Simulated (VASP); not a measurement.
Write the native input for VASP 6.6.1 that does the following.

| Item | Value |
| --- | --- |
| Task | single point |
| Functional | LDA |
| Potentials or basis | VASP PAW LDA potentials, release 64 (Ge_d) |
| Cutoff | 520 eV |
| k mesh | 13 × 13 × 13 |
| Occupations | fermi-dirac, width 0.1 eV |
| Spin | no spin polarisation |
| Dipole correction | no |
| Further INCAR settings | ALGO = Normal; EDIFF = 1e-06; NBANDS = 13 |

The structure of Ge lies in POSCAR:

```
Ge
1.0
   -1.6483398522      1.6483398522      1.6483398522
    1.6483398522     -1.6483398522      1.6483398522
    1.6483398522      1.6483398522     -1.6483398522
Ge
1
Direct
    0.0000000000      0.0000000000      0.0000000000
```

This isn't the form of Ge at room conditions, which is diamond.

One way to write it, as run:

INCAR

```
SYSTEM = Ge
  PREC = Accurate
  ENCUT = 520
  EDIFF = 1E-6
  ISMEAR = -1
  SIGMA = 0.1
  LREAL = .FALSE.
  LASPH = .TRUE.
  NELM = 100
  ALGO = Normal
  ISIF = 2
  LWAVE = .FALSE.
  LCHARG = .TRUE.
  LELF = .TRUE.
  LVHAR = .TRUE.
  NBANDS = 13
```

KPOINTS

```
regular mesh
0
G
  13 13 13
  0 0 0
```

Potentials or basis: VASP PAW LDA potentials, release 64 (Ge_d).

Command:

```bash
$ cat potpaw_LDA.64/Ge_d/POTCAR > POTCAR
$ mpirun -np 1 vasp_std > vasp.out
```

Results of the run:

```json
{
 "Pressure": "0.2 GPa",
 "Band gap on the k mesh": "zero (bands 7 and 8 overlap by 12.62 eV)"
}
```

Run time: 12 s on 1 thread of Intel(R) Xeon(R) Platinum 8488C (Sapphire Rapids), with other jobs on the host, peak memory 0.13 GiB.
